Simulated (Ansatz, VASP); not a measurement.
**Two plane-wave programs on CaB6**

```
CELL_PARAMETERS angstrom
4.14797 0.00000 0.00000
0.00000 4.14797 0.00000
0.00000 0.00000 4.14797
ATOMIC_POSITIONS crystal
Ca 0.50000 0.50000 0.50000
B 0.00000 0.00000 0.29830
B 0.00000 0.00000 0.70170
B 0.29830 0.00000 0.00000
B 0.70170 0.00000 0.00000
B 0.00000 0.29830 0.00000
B 0.00000 0.70170 0.00000
```

Alike in both runs: functional PBE; k mesh 6 × 6 × 6; occupations gaussian, width 0.1 eV; no spin polarisation.

Ansatz relaxed the structure, and its values are those at the end. VASP's run is a single point on that final structure, the one shown.

|  | VASP | Ansatz |
| --- | --- | --- |
| version | VASP 6.6.1 | Ansatz 0.2.0 |
| potentials or method | VASP PAW PBE potentials, release 64 (Ca_sv, B), cutoff 520 eV | scalar-relativistic, plane waves, PAW |
| valence electrons in the cell | 28 | 28 |

VASP gave:

- gap on the k mesh at the Fermi level (eV): 0.11
- least direct gap on the mesh (eV): 0.14
- pressure (GPa): 0.0
- rms of the force components (eV/Å): 0.012

Question: What did Ansatz give for the same quantities?

Answer: gap on the k mesh at the Fermi level (eV): 0.11; least direct gap on the mesh (eV): 0.14; pressure (GPa): -0.1; rms of the force components (eV/Å): 0.003.

With one functional, cell and mesh, what is left measures potentials, basis and numerics.
